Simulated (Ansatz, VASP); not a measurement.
## Si in VASP and in Ansatz

The input INCAR:

```
ALGO = Normal ; DIPOL = 0.5 0.5 0.386
EDIFF = 1E-7 ; ENCUT = 520
GGA = PE ; IDIPOL = 3
ISIF = 2 ; ISMEAR = 0
IVDW = 12 ; LASPH = True
LCHARG = True ; LDIPOL = True
LELF = True ; LREAL = False
LVACPOTAV = True ; LVHAR = True
LWAVE = False ; NBANDS = 16
NELM = 100 ; PREC = Accurate
SIGMA = 0.1
```

KPOINTS

```
k-points
0
Gamma
  9 9 1
```

POSCAR

```
Si
1.0
    3.8475254748      0.0000000000      0.0000000000
   -1.9237627374      3.3320548028      0.0000000000
    0.0000000000      0.0000000000     18.4415958287
Si
4
Direct
    0.3333333333      0.6666666667      0.2695427207
    0.6666666667      0.3333333333      0.2440135898
    1.3333333333     -0.3333333333      0.5282403930
    1.0000000000      0.0000000000      0.5027112621
```

Input for Ansatz:

```yaml
crystal:
  lattice:
    - [3.8475254748, 0.0, 0.0]
    - [-1.9237627374, 3.3320548028, 0.0]
    - [0.0, 0.0, 18.4415958287]
  atoms:
    - { symbol: Si, position: [0.3333333333, 0.6666666667, 0.2695427207] }
    - { symbol: Si, position: [0.6666666667, 0.3333333333, 0.2440135898] }
    - { symbol: Si, position: [1.3333333333, -0.3333333333, 0.528240393] }
    - { symbol: Si, position: [1.0, 0.0, 0.5027112621] }
basis:
  ecutwfc: 420
kpoints:
  mp_grid: { grid: [9, 9, 1] }
hamiltonian:
  xc: pbe
  pseudopotentials: { kind: paw, azcp: { folder: soft_1 } }
  dispersion: d3bj
scf:
  occupations: { method: gaussian, width: 0.1 }
output:
  forces: true
  eigenvalues: true
efield:
  axis: 3
  dipole_correction: true
  ramp_width: 0.04
```

Alike in both runs: task single point; functional PBE; dispersion D3(BJ); k mesh 9 × 9 × 1; occupations gaussian, width 0.1 eV; no spin polarisation.

```csv
,VASP,Ansatz
version,VASP 6.6.1,Ansatz 0.2.0
potentials or method,"VASP PAW PBE potentials, release 64 (Si), cutoff 520 eV","scalar-relativistic, plane waves, PAW"
valence electrons in the cell,16,16
```

```csv
,VASP,Ansatz,Ansatz less VASP
gap on the k mesh at the Fermi level (eV),0.03,0.03,0.000
least direct gap on the mesh (eV),0.03,0.03,0.000
rms of the force components (eV/Å),0.050,0.051,+0.0010
```

Atom by atom the forces differ by 0.003 eV/Å (rms over components).
